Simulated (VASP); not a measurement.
# Be (P6_3/mmc) in VASP: a series of runs

The runs below take Be through single point, with PBEsol.

All numbers are computed with VASP 6.6.1; they aren't measurements. Logs are shortened: lines on timing, memory, paths and dates and some standing lists are left out, and cuts for length are marked.

**1. The cell of the first run**

It takes space group P6_3/mmc (No. 194, hexagonal). The conventional cell has a = 2.242 Å, b = 2.242 Å, c = 3.633 Å, α = 90.00°, β = 90.00°, γ = 120.00°. Within 2.9 Å of Be (site symmetry -6m2) lie 12 Be at 2.23 to 2.24 Å.

**2. Single point, PBEsol**

Input file INCAR:

```
SYSTEM = Be
  PREC = Accurate
  ENCUT = 520
  EDIFF = 1E-6
  ISMEAR = -1
  SIGMA = 0.05
  LREAL = .False.
  LASPH = .True.
  NELM = 100
  ALGO = Normal
  ISIF = 2
  LWAVE = .False.
  LCHARG = .False.
  GGA = PS
  NBANDS = 9
```

Input file KPOINTS:

```
Automatic mesh
0
Gamma
  15 15 8
  0 0 0
```

Input file POSCAR:

```
Be
1.0
    2.2424371395      0.0000000000      0.0000000000
   -1.1212185697      1.9420075292      0.0000000000
    0.0000000000      0.0000000000      3.6327481659
Be
2
Direct
    0.3333333333      0.6666666667      0.2500000000
    0.6666666667      0.3333333333      0.7500000000
```

Potentials or basis: VASP PAW PBE potentials, release 64 (Be).

Command:

```sh
> cat potpaw_PBE.64/Be/POTCAR > POTCAR
> mpirun -np 1 vasp_std > vasp.out
```

OUTCAR:

```text
SYSTEM = Be
   PREC = Accurate
   ENCUT = 520
   EDIFF = 1E-6
   ISMEAR = -1
   LREAL = .False.
   LASPH = .True.
   NELM = 100
   ISIF = 2
   GGA = PS

 ion  position               nearest neighbor table
   1  0.333  0.667  0.250-   2 2.23   2 2.23   2 2.23   2 2.23   2 2.23   2 2.23
   2  0.667  0.333  0.750-   1 2.23   1 2.23   1 2.23   1 2.23   1 2.23   1 2.23

  LATTYP: Found a hexagonal cell.
 ALAT       =     2.2424371395
 C/A-ratio  =     1.6200000000

  Lattice vectors:

 A1 = (   2.2424371395,   0.0000000000,   0.0000000000)
 A2 = (  -1.1212185697,   1.9420075292,   0.0000000000)
 A3 = (   0.0000000000,   0.0000000000,   3.6327481659)

Analysis of symmetry for initial positions (statically):
=====================================================================
 Subroutine PRICEL returns:
 Original cell was already a primitive cell.

 Routine SETGRP: Setting up the symmetry group for a
 hexagonal supercell.

 Subroutine GETGRP returns: Found 24 space group operations
 (whereof 12 operations were pure point group operations)
 out of a pool of 24 trial point group operations.

The static configuration has the point symmetry D_3d.
 The point group associated with its full space group is D_6h.

Analysis of symmetry for dynamics (positions and initial velocities):
=====================================================================
 Subroutine PRICEL returns:
 Original cell was already a primitive cell.

 Routine SETGRP: Setting up the symmetry group for a
 hexagonal supercell.

 Subroutine GETGRP returns: Found 24 space group operations
 (whereof 12 operations were pure point group operations)
 out of a pool of 24 trial point group operations.

The dynamic configuration has the point symmetry D_3d.
 The point group associated with its full space group is D_6h.

 Subroutine INISYM returns: Found 24 space group operations
 (whereof 12 operations are pure point group operations),
 and found     1 'primitive' translations

----------------------------------------------------------------------------------------

                                     Primitive cell

  volume of cell :      15.8200

  direct lattice vectors                    reciprocal lattice vectors
     2.242437139  0.000000000  0.000000000     0.445943381  0.257465531  0.000000000
    -1.121218570  1.942007529  0.000000000     0.000000000  0.514931062  0.000000000
     0.000000000  0.000000000  3.632748166     0.000000000  0.000000000  0.275273692

  length of vectors
     2.242437139  2.242437139  3.632748166     0.514931062  0.514931062  0.275273692

  position of ions in fractional coordinates (direct lattice)
     0.333333333  0.666666667  0.250000000
     0.666666667  0.333333333  0.750000000

  ion indices of the primitive-cell ions
   primitive index   ion index
                 1           1
                 2           2

----------------------------------------------------------------------------------------

 KPOINTS: Automatic mesh

Automatic generation of k-mesh.
 Grid dimensions read from file:
 generate k-points for:   15   15    8

 Generating k-lattice:

  Cartesian coordinates                     Fractional coordinates (reciprocal lattice)
     0.029729559  0.017164369  0.000000000     0.066666667  0.000000000  0.000000000
     0.000000000  0.034328737  0.000000000     0.000000000  0.066666667  0.000000000
     0.000000000  0.000000000  0.034409212     0.000000000  0.000000000  0.125000000

  Length of vectors
     0.034328737  0.034328737  0.034409212

  Shift w.r.t. Gamma in fractional coordinates (k-lattice)
     0.000000000  0.000000000  0.000000000

 Subroutine IBZKPT returns following result:
 ===========================================

 Found    135 irreducible k-points:

 Following reciprocal coordinates:
            Coordinates               Weight
  0.000000  0.000000  0.000000      1.000000
  0.066667  0.000000  0.000000      6.000000
  0.133333 -0.000000  0.000000      6.000000
  0.200000 -0.000000  0.000000      6.000000
  0.266667 -0.000000  0.000000      6.000000
  0.333333 -0.000000  0.000000      6.000000
[... 16 lines left out ...]
  0.333333  0.200000  0.000000     12.000000
  0.400000  0.200000  0.000000      6.000000
 [... further k-points ...]
   k-points           NKPTS =    135   k-points in BZ     NKDIM =    135   number of bands    NBANDS=      9
   number of dos      NEDOS =    301   number of ions     NIONS =      2
   total plane-waves  NPLWV =   9072
   dimension x,y,z NGX =    18 NGY =   18 NGZ =   28
   dimension x,y,z NGXF=    36 NGYF=   36 NGZF=   56
   ions per type =               2
   NGX,Y,Z   is equivalent  to a cutoff of  13.34, 13.34, 12.81 a.u.
   NGXF,Y,Z  is equivalent  to a cutoff of  26.69, 26.69, 25.63 a.u.
 SYSTEM =  Be
   PREC   = accura    normal or accurate (medium, high low for compatibility)
   ISTART =      0    job   : 0-new  1-cont  2-samecut
   ICHARG =      2    charge: 1-file 2-atom 10-const
   ISPIN  =      1    spin polarized calculation?
   LNONCOLLINEAR =      F non collinear calculations
   LSORBIT =      F    spin-orbit coupling
   LASPH  =      T    aspherical Exc in radial PAW
   ENCUT  =  520.0 eV  38.22 Ry    6.18 a.u.   4.17  4.17  6.75*2*pi/ulx,y,z
   NELM   =    100;   NELMIN=  2; NELMDL= -5     # of ELM steps
   EDIFF  = 0.1E-05   stopping-criterion for ELM
   LREAL  =      F    real-space projection
   EDIFFG = 0.1E-04   stopping-criterion for IOM
   NSW    =      0    number of steps for IOM
   IBRION =     -1    ionic relax: 0-MD 1-quasi-New 2-CG
   NFREE  =      0    steps in history (QN), initial steepest desc. (CG)
   ISIF   =      2    stress and relaxation
   ISYM   =      2    0-nonsym 1-usesym 2-fastsym
   POTIM  = 0.5000    time-step for ionic-motion
   TEBEG  =    0.0;   TEEND  =   0.0 temperature during run
   PSTRESS=    0.0 pullay stress
   NELECT =       4.0000    total number of electrons
   NUPDOWN=      -1.0000    fix difference up-down
   EMIN   =  10.00;   EMAX   =-10.00  energy-range for DOS
   EFERMI =   0.00;   METHOD = LEGACY
   ISMEAR =    -1;   SIGMA  =   0.05  broadening in eV -4-tet -1-fermi 0-gaus
   EFERMI_NEDOS =   21; number of points for ismear=-14 and -15
   IALGO  =     38    algorithm
   IMIX   =      4    mixing-type and parameters
     AMIX     =   0.40;   BMIX     =  1.00
     AMIX_MAG =   1.60;   BMIX_MAG =  1.00
  volume/ion in A,a.u.               =       7.91        53.38
  Fermi-wavevector in a.u.,A,eV,Ry     =   1.035204  1.956252 14.580651  1.071648
  Thomas-Fermi vector in A             =   2.169536
   LORBIT       =      0    0 simple, 1 ext, 2 COOP (PROOUT), +10 PAW based schemes
   GGA     = PS    functional components
   LHFCALC =     F    Hartree Fock is set to
   AEXX    =    0.0000 exact exchange contribution
   IVDW    =     0    specifies the selected vdW correction
   LEPSILON=     F    determine dielectric tensor
   LRPA    =     F    only Hartree local field effects (RPA)
 non-spin polarized calculation
  energy-cutoff  :      520.00
  volume of cell :       15.82
 maximum number of plane-waves:       444
 NGX is ok and might be reduce to    18
   NGX =  9   NGY =  9   NGZ = 13

 number of electron       4.0000000 magnetization

 Free energy of the ion-electron system (eV)
  ---------------------------------------------------
  ext. energy  EPLUGINS =         0.00000000
  ---------------------------------------------------
  free energy    TOTEN  =        -7.98997102 eV

  energy without entropy =       -7.98938490  energy(sigma->0) =       -7.98967796

 E-fermi :   7.3512     XC(G=0): -10.6073

 val. band max:        7.0245300525   @ k =   0.2667   0.1333   0.0000
 cond. band min:       7.3853569776   @ k =   0.3333   0.3333   0.5000
 fundamental gap:      0.3608269251
 Fermi energy:         7.3511597838

 k-point     1 :       0.0000    0.0000    0.0000
  band No.  band energies     occupation
      1      -4.3302      2.00000
      2       2.2966      2.00000
      3       7.6567      0.00443
      4      23.5770      0.00000
      5      23.5770      0.00000
      6      26.2662      0.00000
      7      26.2662      0.00000
      8      27.2645      0.00000
      9      34.4026      0.00000

 k-point     2 :       0.0667    0.0000    0.0000
  band No.  band energies     occupation
      1      -4.2004      2.00000
      2       2.4677      2.00000
      3       7.7000      0.00187
      4      22.5080      0.00000
      5      22.8000      0.00000
      6      26.2273      0.00000
      7      26.5977      0.00000
      8      27.1060      0.00000
      9      32.6311      0.00000

 k-point     3 :       0.1333   -0.0000    0.0000
  band No.  band energies     occupation
      1      -3.8109      2.00000
      2       2.9803      2.00000
      3       7.8191      0.00017
      4      20.0645      0.00000
      5      21.3816      0.00000
      6      25.9648      0.00000
      7      26.4523      0.00000
      8      26.6721      0.00000
      9      29.9903      0.00000

 k-point     4 :       0.2000   -0.0000    0.0000
  band No.  band energies     occupation
      1      -3.1614      2.00000
      2       3.8319      2.00000
      3       7.9633      0.00001
      4      17.2823      0.00000
      5      19.9821      0.00000
      6      24.8453      0.00000
      7      24.9399      0.00000
      8      26.1650      0.00000
      9      27.9722      0.00000

 k-point     5 :       0.2667   -0.0000    0.0000
  band No.  band energies     occupation
      1      -2.2532      2.00000
      2       5.0170      2.00000
      3       7.9607      0.00001
      4      14.8165      0.00000
      5      18.7846      0.00000
      6      22.2388      0.00000
      7      22.8027      0.00000
      8      25.4331      0.00000
      9      27.2739      0.00000

 k-point     6 :       0.3333   -0.0000    0.0000
  band No.  band energies     occupation
      1      -1.0938      2.00000
      2       6.5227      2.00000
      3       7.3904      0.62677
      4      13.2863      0.00000
      5      17.8557      0.00000
      6      19.2446      0.00000
      7      20.4843      0.00000
      8      24.7507      0.00000
      9      27.1035      0.00000
[... 169 lines left out ...]
 k-point    21 :       0.2000    0.2000    0.0000
  band No.  band energies     occupation
      1      -0.8122      2.00000
      2       6.8612      1.99989
      3       8.2180      0.00000
      4      12.0598      0.00000
      5      15.1859      0.00000
      6      20.3421      0.00000
      7      22.3747      0.00000
      8      23.0023      0.00000
      9      25.0237      0.00000

 k-point    22 :       0.2667    0.2000    0.0000
  band No.  band energies     occupation
      1       0.4888      2.00000
      2       7.7275      0.00108
      3       8.5024      0.00000
      4      10.4009      0.00000
      5      14.2545      0.00000
      6      18.1357      0.00000
      7      21.2664      0.00000
      8      22.4240      0.00000
      9      23.2314      0.00000

 k-point    23 :       0.3333    0.2000    0.0000
  band No.  band energies     occupation
      1       2.0003      2.00000
      2       6.1493      2.00000
      3       9.9960      0.00000
      4      10.3677      0.00000
      5      13.6578      0.00000
      6      15.7311      0.00000
      7      20.4476      0.00000
      8      22.1377      0.00000
      9      22.3263      0.00000

 k-point    24 :       0.4000    0.2000    0.0000
  band No.  band energies     occupation
      1       3.1736      2.00000
      2       4.8347      2.00000
      3      10.0022      0.00000
      4      11.7276      0.00000
      5      13.4383      0.00000
      6      14.1576      0.00000
      7      20.1561      0.00000
      8      22.0453      0.00000
      9      22.0543      0.00000

 [... further k-points ...]
[... 5 lines left out ...]
  --------------------------------------------------------------------------------------
  -------------------------------------------------------------------------------------
  Total        0.1785910      0.1785910     -0.6624524      0.0000000      0.0000000      0.0000000
  in kB       18.0868773     18.0868773    -67.0901492      0.0000000      0.0000000      0.0000000
  external PRESSURE =     -10.3054648 kB  Pullay stress =       0.0000000 kB

 VOLUME and BASIS-vectors are now :
 -----------------------------------------------------------------------------
  energy-cutoff  :      520.00
  volume of cell :       15.82
      direct lattice vectors                 reciprocal lattice vectors
     2.242437139  0.000000000  0.000000000     0.445943381  0.257465531  0.000000000
    -1.121218570  1.942007529  0.000000000     0.000000000  0.514931062  0.000000000
     0.000000000  0.000000000  3.632748166     0.000000000  0.000000000  0.275273692

 POSITION                                       TOTAL-FORCE (eV/Angst)
 -----------------------------------------------------------------------------------
     -0.00000      1.29467      0.90819         0.000000      0.000000      0.000000
      1.12122      0.64734      2.72456        -0.000000     -0.000000      0.000000
 -----------------------------------------------------------------------------------
    total drift:                                0.000000     -0.000000      0.000000

  FREE ENERGIE OF THE ION-ELECTRON SYSTEM (eV)
  ---------------------------------------------------
  free  energy   TOTEN  =        -7.9899710167 eV

  energy  without entropy=       -7.9893849011  energy(sigma->0) =       -7.98967796
```

Run time: 15 s. Hardware: 1 thread of Intel Xeon Platinum 8375C at 2.90GHz (Ice Lake), shared host; peak memory 0.13 GiB.

Results:

| Quantity | Value |
| --- | --- |
| Free energy | -7.9900 eV |
| Pressure | -1.0 GPa |
| Band gap on the k mesh | zero (band 2 reaches 7.73 eV, above the bottom of band 3 at 6.09 eV) |

Stress tensor (GPa, compression positive):
```
 1.81  0.00  0.00
 0.00  1.81  0.00
 0.00  0.00 -6.71
```

Caveat: the PAW data sets were made with another functional, which shifts forces and pressure a little.

**3. Single point, PBEsol**

Input file INCAR:

```
  PREC = Accurate
  ENCUT = 520
  EDIFF = 1E-6
  ISMEAR = -1
  SIGMA = 0.05
  LREAL = F
  LASPH = T
  NELM = 100
  ALGO = Normal
  ISIF = 2
  LWAVE = F
  LCHARG = F
  GGA = PS
  NBANDS = 9
```

Input file KPOINTS:

```
regular mesh
0
Gamma
  15 15 8
```

POSCAR is that of step 2.

Potentials or basis: VASP PAW PBE potentials, release 64 (Be).

Command:

```sh
> cat potpaw_PBE.64/Be/POTCAR > POTCAR
> mpirun -np 1 vasp_std > vasp.out
```

It used 8.6 s of CPU time on 1 thread of Intel(R) Xeon(R) Platinum 8375C CPU @ 2.90GHz (Ice Lake), with other jobs on the host.

The run converged. Its results:

```
Free energy            : -7.9900 eV
Pressure               : -1.0 GPa
Band gap on the k mesh : zero (band 2 reaches 7.73 eV, above the bottom of band 3 at 6.09 eV)
```

Stress tensor (GPa, compression positive):
```
 1.81  0.00  0.00
 0.00  1.81  0.00
 0.00  0.00 -6.71
```

Levels at points of the mesh, in eV from the Fermi level:
| k point | band 1 | band 2 | band 3 | band 4 | band 5 | band 6 | band 7 |
| --- | --- | --- | --- | --- | --- | --- | --- |
| (0.00, 0.00, 0.00) | -11.68 | -5.05 | 0.31 | 16.23 | 16.23 | 18.92 | 18.92 |
| (0.00, 0.00, 0.50) | -9.60 | -9.60 | 9.54 | 9.54 | 17.76 | 17.76 | 17.76 |

Caveat: the PAW data sets were made with another functional, which shifts forces and pressure a little.
